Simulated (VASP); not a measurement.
# V (Im-3m) in VASP: notebook, part 3 of 3

VASP 6.6.1. Earlier steps stand in the parts before.

**5. Relaxation of cell and atoms, BLYP+D4, collinear spin, ferromagnetic start**

This run uses another cell than the first one, of 13.89 Å³/atom.

File INCAR:

```
SYSTEM = V
PREC     = Accurate       ! precision mode
ENCUT    = 600            ! plane-wave cutoff, eV
EDIFF    = 1E-6           ! SCF threshold, eV
ISMEAR   = -1             ! smearing method
SIGMA    = 0.05           ! smearing width, eV
LREAL    = .False.        ! projectors in reciprocal space
LASPH    = .True.         ! aspherical terms in the spheres
NELM     = 150            ! most SCF steps
ALGO     = Normal         ! electronic algorithm
ISIF     = 3              ! what is computed and relaxed
LWAVE    = .False.        ! write WAVECAR
LCHARG   = .False.        ! write CHGCAR
ISPIN    = 2              ! spin polarisation
MAGMOM   = 2              ! initial moments
LORBIT   = 11             ! projections on sites
LMAXMIX  = 4              ! l up to which the mixer works
GGA      = B5             ! functional
ALDAX    = 1.0          
AGGAX    = 1.0          
AGGAC    = 1.0          
ALDAC    = 0.0          
IVDW     = 13             ! dispersion correction
VDW_S6   = 1.0          
VDW_S8   = 2.34076671   
VDW_A1   = 0.44488865   
VDW_A2   = 4.0933009    
IBRION   = 2              ! ionic algorithm
NSW      = 80             ! ionic steps
EDIFFG   = -0.005         ! ionic threshold
```

File KPOINTS:

```
regular mesh
0
Gamma
  12 12 12
  0 0 0
```

File POSCAR:

```
V
1.0
   -1.5143500000      1.5143500000      1.5143500000
    1.5143500000     -1.5143500000      1.5143500000
    1.5143500000      1.5143500000     -1.5143500000
V
1
Direct
    0.0000000000      0.0000000000      0.0000000000
```

Potentials or basis: VASP PAW PBE potentials, release 64 (V_sv).

The run is started by

```
$ cat potpaw_PBE.64/V_sv/POTCAR > POTCAR
$ mpirun -np 1 vasp_std > vasp.out
```

OUTCAR:

```text
SYSTEM = V
   PREC = Accurate
   ENCUT = 600
   EDIFF = 1E-6
   ISMEAR = -1
   LREAL = .False.
   LASPH = .True.
   NELM = 150
   ISIF = 3
   ISPIN = 2
   LORBIT = 11
   GGA = B5
   IVDW = 13
   IBRION = 2
   NSW = 80
   EDIFFG = -0.005

 ion  position               nearest neighbor table
   1  0.000  0.000  0.000-

  LATTYP: Found a body centered cubic cell.
 ALAT       =     3.0287000000

  Lattice vectors:

 A1 = (  -1.5143500000,   1.5143500000,   1.5143500000)
 A2 = (   1.5143500000,  -1.5143500000,   1.5143500000)
 A3 = (   1.5143500000,   1.5143500000,  -1.5143500000)

Analysis of symmetry for initial positions (statically):
=====================================================================
 Subroutine PRICEL returns:
 Original cell was already a primitive cell.

 Routine SETGRP: Setting up the symmetry group for a
 body centered cubic supercell.

 Subroutine GETGRP returns: Found 48 space group operations
 (whereof 48 operations were pure point group operations)
 out of a pool of 48 trial point group operations.

The static configuration has the point symmetry O_h .

Analysis of symmetry for dynamics (positions and initial velocities):
=====================================================================
 Subroutine PRICEL returns:
 Original cell was already a primitive cell.

 Routine SETGRP: Setting up the symmetry group for a
 body centered cubic supercell.

 Subroutine GETGRP returns: Found 48 space group operations
 (whereof 48 operations were pure point group operations)
 out of a pool of 48 trial point group operations.

The dynamic configuration has the point symmetry O_h .

Analysis of structural, dynamic, and magnetic symmetry:
=====================================================================
 Subroutine PRICEL returns:
 Original cell was already a primitive cell.

 Routine SETGRP: Setting up the symmetry group for a
 body centered cubic supercell.

 Subroutine GETGRP returns: Found 48 space group operations
 (whereof 48 operations were pure point group operations)
 out of a pool of 48 trial point group operations.

The overall configuration has the point symmetry O_h .

 Subroutine INISYM returns: Found 48 space group operations
 (whereof 48 operations are pure point group operations),
 and found     1 'primitive' translations

----------------------------------------------------------------------------------------

                                     Primitive cell

  volume of cell :      13.8912

  direct lattice vectors                    reciprocal lattice vectors
    -1.514350000  1.514350000  1.514350000     0.000000000  0.330174662  0.330174662
     1.514350000 -1.514350000  1.514350000     0.330174662  0.000000000  0.330174662
     1.514350000  1.514350000 -1.514350000     0.330174662  0.330174662  0.000000000

  length of vectors
     2.622931140  2.622931140  2.622931140     0.466937486  0.466937486  0.466937486

  position of ions in fractional coordinates (direct lattice)
     0.000000000  0.000000000  0.000000000

  ion indices of the primitive-cell ions
   primitive index   ion index
                 1           1

----------------------------------------------------------------------------------------

 KPOINTS: regular mesh

Automatic generation of k-mesh.
 Grid dimensions read from file:
 generate k-points for:   12   12   12

 Generating k-lattice:

  Cartesian coordinates                     Fractional coordinates (reciprocal lattice)
     0.000000000  0.027514555  0.027514555     0.083333333  0.000000000  0.000000000
     0.027514555  0.000000000  0.027514555     0.000000000  0.083333333  0.000000000
     0.027514555  0.027514555  0.000000000     0.000000000  0.000000000  0.083333333

  Length of vectors
     0.038911457  0.038911457  0.038911457

  Shift w.r.t. Gamma in fractional coordinates (k-lattice)
     0.000000000  0.000000000  0.000000000

 Subroutine IBZKPT returns following result:
 ===========================================

 Found     72 irreducible k-points:

 Following reciprocal coordinates:
            Coordinates               Weight
  0.000000  0.000000  0.000000      1.000000
  0.083333  0.000000  0.000000     12.000000
  0.166667  0.000000  0.000000     12.000000
  0.250000  0.000000  0.000000     12.000000
  0.333333  0.000000  0.000000     12.000000
  0.416667  0.000000  0.000000     12.000000
[... 16 lines left out ...]
  0.333333  0.083333  0.083333     24.000000
  0.416667  0.083333  0.083333     12.000000
 [... further k-points ...]
   k-points           NKPTS =     72   k-points in BZ     NKDIM =     72   number of bands    NBANDS=     11
   number of dos      NEDOS =    301   number of ions     NIONS =      1
   total plane-waves  NPLWV =  13824
   dimension x,y,z NGX =    24 NGY =   24 NGZ =   24
   dimension x,y,z NGXF=    48 NGYF=   48 NGZF=   48
   ions per type =               1
   NGX,Y,Z   is equivalent  to a cutoff of  15.21, 15.21, 15.21 a.u.
   NGXF,Y,Z  is equivalent  to a cutoff of  30.42, 30.42, 30.42 a.u.
 SYSTEM =  V
   PREC   = accura    normal or accurate (medium, high low for compatibility)
   ISTART =      0    job   : 0-new  1-cont  2-samecut
   ICHARG =      2    charge: 1-file 2-atom 10-const
   ISPIN  =      2    spin polarized calculation?
   LNONCOLLINEAR =      F non collinear calculations
   LSORBIT =      F    spin-orbit coupling
   LASPH  =      T    aspherical Exc in radial PAW
   ENCUT  =  600.0 eV  44.10 Ry    6.64 a.u.   5.24  5.24  5.24*2*pi/ulx,y,z
   NELM   =    150;   NELMIN=  2; NELMDL= -5     # of ELM steps
   EDIFF  = 0.1E-05   stopping-criterion for ELM
   LREAL  =      F    real-space projection
   EDIFFG = -.5E-02   stopping-criterion for IOM
   NSW    =     80    number of steps for IOM
   IBRION =      2    ionic relax: 0-MD 1-quasi-New 2-CG
   NFREE  =      1    steps in history (QN), initial steepest desc. (CG)
   ISIF   =      3    stress and relaxation
   ISYM   =      2    0-nonsym 1-usesym 2-fastsym
   POTIM  = 0.5000    time-step for ionic-motion
   TEBEG  =    0.0;   TEEND  =   0.0 temperature during run
   PSTRESS=    0.0 pullay stress
   NELECT =      13.0000    total number of electrons
   NUPDOWN=      -1.0000    fix difference up-down
   EMIN   =  10.00;   EMAX   =-10.00  energy-range for DOS
   EFERMI =   0.00;   METHOD = LEGACY
   ISMEAR =    -1;   SIGMA  =   0.05  broadening in eV -4-tet -1-fermi 0-gaus
   EFERMI_NEDOS =   21; number of points for ismear=-14 and -15
   IALGO  =     38    algorithm
   IMIX   =      4    mixing-type and parameters
     AMIX     =   0.40;   BMIX     =  1.00
     AMIX_MAG =   1.60;   BMIX_MAG =  1.00
  volume/ion in A,a.u.               =      13.89        93.74
  Fermi-wavevector in a.u.,A,eV,Ry     =   1.601313  3.026044 34.888125  2.564205
  Thomas-Fermi vector in A             =   2.698311
   LORBIT       =     11    0 simple, 1 ext, 2 COOP (PROOUT), +10 PAW based schemes
   GGA     = B5    functional components
   LHFCALC =     F    Hartree Fock is set to
   AEXX    =    0.0000 exact exchange contribution
   IVDW    =    13    specifies the selected vdW correction
   LEPSILON=     F    determine dielectric tensor
   LRPA    =     F    only Hartree local field effects (RPA)
 conjugate gradient relaxation of ions
 spin polarized calculation
  energy-cutoff  :      600.00
  volume of cell :       13.89
 maximum number of plane-waves:       476
 NGX is ok and might be reduce to    24
   NGX = 11   NGY = 11   NGZ = 11

--------------------------------------- Ionic step        1  -------------------------------------------

 number of electron      13.0000003 magnetization       0.0006920

 Free energy of the ion-electron system (eV)
  ---------------------------------------------------
  ext. energy  EPLUGINS =         0.00000000
  ---------------------------------------------------
  free energy    TOTEN  =        -7.84503954 eV

  energy without entropy =       -7.82543857  energy(sigma->0) =       -7.83523905

 E-fermi :   9.8121     XC(G=0): -12.1845

 val. band max:        9.8103462876   @ k =  -0.3333   0.3333   0.1667
 cond. band min:       9.8124313227   @ k =   0.3333   0.1667  -0.0000
 fundamental gap:      0.0020850351
 Fermi energy:         9.8121430003

 spin component 1

 k-point     1 :       0.0000    0.0000    0.0000
  band No.  band energies     occupation
      1     -53.6606      1.00000
      2     -27.1867      1.00000
      3     -27.1867      1.00000
      4     -27.1867      1.00000
      5       3.4725      1.00000
      6      10.1547      0.00106
      7      10.1547      0.00106
      8      10.1547      0.00106
      9      12.1147      0.00000
     10      12.1147      0.00000
     11      30.2452      0.00000
[... 823 lines left out ...]
--------------------------------------- Ionic step        5  -------------------------------------------

 number of electron      12.9999997 magnetization      -0.0000001

 number of electron      12.9999997 magnetization       0.0000003

 Free energy of the ion-electron system (eV)
  ---------------------------------------------------
  ext. energy  EPLUGINS =         0.00000000
  ---------------------------------------------------
  free energy    TOTEN  =        -7.83166373 eV

  energy without entropy =       -7.81361308  energy(sigma->0) =       -7.82263841

 E-fermi :  10.3894     XC(G=0): -12.4251

 val. band max:       10.3689917159   @ k =  -0.3333   0.3333   0.1667
 cond. band min:      10.4027316744   @ k =  -0.4167   0.5000   0.0833
 fundamental gap:      0.0337399585
 Fermi energy:        10.3894386855

 spin component 1

 k-point     1 :       0.0000    0.0000    0.0000
  band No.  band energies     occupation
      1     -53.0378      1.00000
      2     -26.4907      1.00000
      3     -26.4907      1.00000
      4     -26.4907      1.00000
      5       3.9497      1.00000
      6      10.7379      0.00094
      7      10.7379      0.00094
      8      10.7379      0.00094
      9      12.8111      0.00000
     10      12.8111      0.00000
     11      31.1746      0.00000
[... 694 lines left out ...]
  FREE ENERGIE OF THE ION-ELECTRON SYSTEM (eV)
  ---------------------------------------------------
  free  energy   TOTEN  =        -8.4616582405 eV

  energy  without entropy=       -8.4436075907  energy(sigma->0) =       -8.45263292

 reached required accuracy - stopping structural energy minimisation

 total charge

# of ion       s       p       d       tot
------------------------------------------
    1        2.347   6.212   3.181  11.740

 magnetization (x)

# of ion       s       p       d       tot
------------------------------------------
    1        0.000   0.000  -0.000  -0.000
```

Wall time 2.7 min (1 thread of Intel Xeon 8259CL, shared host); peak memory 0.17 GiB.

What came out:

```
Free energy                                           : -8.4617 eV
Relaxed volume                                        : 13.27 Å³/atom
Relaxed cell                                          : a = 2.583 Å, b = 2.583 Å, c = 2.583 Å, α = 109.47°, β = 109.47°, γ = 109.47°
Space group after relaxing (to 0.1 Å)                 : Im-3m (No. 229)
Energy gained by relaxing                             : 15.2 meV/atom
Ionic steps                                           : 5
Pressure after relaxing                               : 0.0 GPa
Net moment                                            : 0.00 μB per cell
Valence electrons inside the program's atomic spheres : V 11.74
Dispersion energy per atom                            : -0.630 eV
```

Step by step:
```
step  energy change (eV)  largest force (eV/Å)  pressure (GPa)  volume (Å³)
   1              0.0000                0.0000           -7.54        13.89
   2              0.0039                0.0000            9.92        12.62
   3             -0.0152                0.0000           -0.12        13.27
   4             -0.0152                0.0000            0.08        13.26
   5             -0.0152                0.0000           -0.04        13.27
```

Final structure:
```
V
1.0
    -1.49145    1.49145    1.49145
     1.49145   -1.49145    1.49145
     1.49145    1.49145   -1.49145
V
1
Direct
  0.00000 0.00000 0.00000
```

Caveat: the moments typed at the start vanished in this run; the PAW data sets were made with another functional, which shifts forces and pressure a little.

**6. Relaxation of cell and atoms, revPBE+D4, collinear spin, ferromagnetic start**

This run uses another cell than the first one, of 13.89 Å³/atom.

File INCAR:

```
SYSTEM = V
PREC = Accurate
ENCUT = 600
EDIFF = 1E-7
ISMEAR = -1
SIGMA = 0.05
LREAL = .False.
LASPH = .True.
NELM = 150
ALGO = Normal
ISIF = 3
LWAVE = .False.
LCHARG = .False.
ISPIN = 2
MAGMOM = 2
LORBIT = 11
LMAXMIX = 4
GGA = RE
IVDW = 13
IBRION = 2
NSW = 80
EDIFFG = -0.005
```

KPOINTS is that of step 5.

POSCAR is that of step 5.

Potentials or basis: VASP PAW PBE potentials, release 64 (V_sv).

The run is started by

```
$ cat potpaw_PBE.64/V_sv/POTCAR > POTCAR
$ mpirun -np 1 vasp_std > vasp.out
```

Wall time 2.7 min (1 thread of Intel Xeon 8259CL, shared host); peak memory 0.17 GiB.

It converged, with:

```
Free energy                                           : -9.1276 eV
Relaxed volume                                        : 13.25 Å³/atom
Relaxed cell                                          : a = 2.582 Å, b = 2.582 Å, c = 2.582 Å, α = 109.47°, β = 109.47°, γ = 109.47°
Space group after relaxing (to 0.1 Å)                 : Im-3m (No. 229)
Energy gained by relaxing                             : 16.7 meV/atom
Ionic steps                                           : 6
Pressure after relaxing                               : 0.0 GPa
Net moment                                            : 0.00 μB per cell
Valence electrons inside the program's atomic spheres : V 11.68
Dispersion energy per atom                            : -0.523 eV
```

Step by step:
| step | energy change (eV) | largest force (eV/Å) | pressure (GPa) | volume (Å³) |
| --- | --- | --- | --- | --- |
| 1 | 0.0000 | 0.0000 | -7.98 | 13.89 |
| 2 | 0.0062 | 0.0000 | 10.92 | 12.55 |
| 3 | -0.0167 | 0.0000 | -0.08 | 13.25 |
| 4 | -0.0167 | 0.0000 | 0.09 | 13.24 |
| 5 | -0.0167 | 0.0000 | -0.08 | 13.25 |
| 6 | -0.0167 | 0.0000 | 0.00 | 13.25 |

Final structure:
```
CELL_PARAMETERS angstrom
-1.49056 1.49056 1.49056
1.49056 -1.49056 1.49056
1.49056 1.49056 -1.49056
ATOMIC_POSITIONS crystal
V 0.00000 0.00000 0.00000
```

Levels at points of the mesh, in eV from the Fermi level:
Spin up:
```tsv
k point	band 3	band 4	band 5	band 6	band 7	band 8	band 9	band 10
(0.00, 0.00, 0.00)	-37.01	-37.01	-6.62	0.43	0.43	0.43	2.49	2.49
(0.50, 0.00, 0.00)	-37.31	-37.02	-3.22	-1.15	1.69	2.49	2.86	4.21
(0.50, 0.50, 0.50)	-37.65	-37.65	-3.06	-3.06	3.81	3.81	3.81	10.37
```
Spin down:
```csv
k point,band 2,band 3,band 4,band 5,band 6,band 7,band 8,band 9,band 10,band 11
"(0.00, 0.00, 0.00)",-37.01,-37.01,-37.01,-6.62,0.43,0.43,0.43,2.49,2.49,20.61
"(0.50, 0.00, 0.00)",-37.96,-37.31,-37.02,-3.22,-1.15,1.69,2.49,2.86,4.21,10.39
"(0.50, 0.50, 0.50)",-37.65,-37.65,-37.65,-3.06,-3.06,3.81,3.81,3.81,10.37,10.37
```

Caveat: the moments typed at the start vanished in this run; the PAW data sets were made with another functional, which shifts forces and pressure a little.

**7. The runs side by side**

| task | level | cell | cutoff (eV) | gap on the mesh (eV) | pressure (GPa) | moment (μB) | relaxed volume (Å³/atom) |
| --- | --- | --- | --- | --- | --- | --- | --- |
| single point | PBE+D3(BJ) | a = 2.555 Å, angles 109.5°, 1 atom | 520 | none | 0.3 | 0.00 | - |
| single point | BLYP+D4 | a = 2.582 Å, angles 109.5°, 1 atom | 520 | none | 0.3 | 0.00 | - |
| single point | revPBE+D4 | a = 2.581 Å, angles 109.5°, 1 atom | 520 | none | 0.3 | 0.00 | - |
| relaxation of cell and atoms | BLYP+D4 | relaxed from a = 2.623 Å, angles 109.5°, 1 atom | 600 | none | 0.0 | 0.00 | 13.27 |
| relaxation of cell and atoms | revPBE+D4 | relaxed from a = 2.623 Å, angles 109.5°, 1 atom | 600 | none | 0.0 | 0.00 | 13.25 |

Alike in all rows: potentials or basis VASP PAW PBE potentials, release 64 (V_sv); spin collinear, ferromagnetic start; k mesh 12 × 12 × 12; smearing fermi-dirac 0.05 eV.

Caveats: the moments typed at the start vanished in this run; the PAW data sets were made with another functional, which shifts forces and pressure a little (at least some runs).

Absolute energies hang on the potentials; compare differences alone.

The gap in the log of VASP goes by the Fermi energy; the results here count the filled bands.